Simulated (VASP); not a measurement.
Set up this calculation in VASP 6.6.1, as the native input.

```yaml
Task: single point
Functional: r2SCAN
Potentials_or_basis: VASP PAW PBE potentials, release 64 (Al, Ni)
Cutoff: 520 eV
k_mesh: 10 × 10 × 9
Occupations: fermi-dirac, width 0.15 eV
Spin: collinear spin, ferromagnetic start
Starting_moments: "[0.0, 1.0] μB"
Dipole_correction: no
Further_INCAR_settings: ALGO = Normal; EDIFF = 1e-07; NBANDS = 18
```

AlNi:

```
CELL_PARAMETERS angstrom
1.95472 -1.96933 0.00000
1.95472 1.96933 0.00000
0.00000 0.00000 3.12505
ATOMIC_POSITIONS crystal
Al 0.00000 0.00000 0.00000
Ni 0.50000 0.50000 0.50000
```

These files were run (other wordings do the same):

POSCAR

```
AlNi
1.0
    1.9547169911     -1.9693327982      0.0000000000
    1.9547169911      1.9693327982      0.0000000000
    0.0000000000      0.0000000000      3.1250462856
Al Ni
1 1
Direct
    0.0000000000      0.0000000000      0.0000000000
    0.5000000000      0.5000000000      0.5000000000
```

INCAR.step1

```
SYSTEM = AlNi
PREC     = Accurate       ! precision mode
ENCUT    = 520            ! plane-wave cutoff, eV
ISMEAR   = -1             ! smearing method
SIGMA    = 0.15           ! smearing width, eV
LREAL    = .FALSE.        ! projectors in reciprocal space
LASPH    = .TRUE.         ! aspherical terms in the spheres
NELM     = 150            ! most SCF steps
ISPIN    = 2              ! spin polarisation
MAGMOM   = 0 1            ! initial moments
LMAXMIX  = 4              ! l up to which the mixer works
NBANDS   = 18             ! bands
GGA      = PE             ! functional
ALGO     = Normal         ! electronic algorithm
EDIFF    = 1E-4           ! SCF threshold, eV
LWAVE    = .TRUE.         ! write WAVECAR
LCHARG   = .FALSE.        ! write CHGCAR
```

INCAR.step2

```
SYSTEM = AlNi
PREC     = Accurate       ! precision mode
ENCUT    = 520            ! plane-wave cutoff, eV
EDIFF    = 1E-7           ! SCF threshold, eV
ISMEAR   = -1             ! smearing method
SIGMA    = 0.15           ! smearing width, eV
LREAL    = .FALSE.        ! projectors in reciprocal space
LASPH    = .TRUE.         ! aspherical terms in the spheres
NELM     = 150            ! most SCF steps
ALGO     = Normal         ! electronic algorithm
ISIF     = 2              ! what is computed and relaxed
LWAVE    = .FALSE.        ! write WAVECAR
LCHARG   = .TRUE.         ! write CHGCAR
ISPIN    = 2              ! spin polarisation
MAGMOM   = 0 1            ! initial moments
LORBIT   = 11             ! projections on sites
LMAXMIX  = 4              ! l up to which the mixer works
METAGGA  = R2SCAN         ! meta-GGA
LMIXTAU  = .TRUE.       
LELF     = .TRUE.         ! ELF
LVHAR    = .TRUE.       
NBANDS   = 18             ! bands
ISTART   = 1
```

KPOINTS

```
Automatic mesh
0
G
  10 10 9
  0 0 0
```

Potentials or basis: VASP PAW PBE potentials, release 64 (Al, Ni).

Command:

```bash
$ cat potpaw_PBE.64/Al/POTCAR potpaw_PBE.64/Ni/POTCAR > POTCAR
$ cp INCAR.step1 INCAR
$ mpirun -np 1 vasp_std > vasp.out
$ cp INCAR.step2 INCAR
$ mpirun -np 1 vasp_std > vasp.out
```

It gave:

```
Pressure                                              : -3.5 GPa
Net moment                                            : 0.00 μB per cell
Valence electrons inside the program's atomic spheres : Al 0.81; Ni 9.49
```

Caveat: the PAW data sets were made with another functional, which shifts forces and pressure a little.

Run time: 3.8 min on 1 thread of Intel(R) Xeon(R) Platinum 8488C (Sapphire Rapids), on a shared host, peak memory 0.23 GiB.
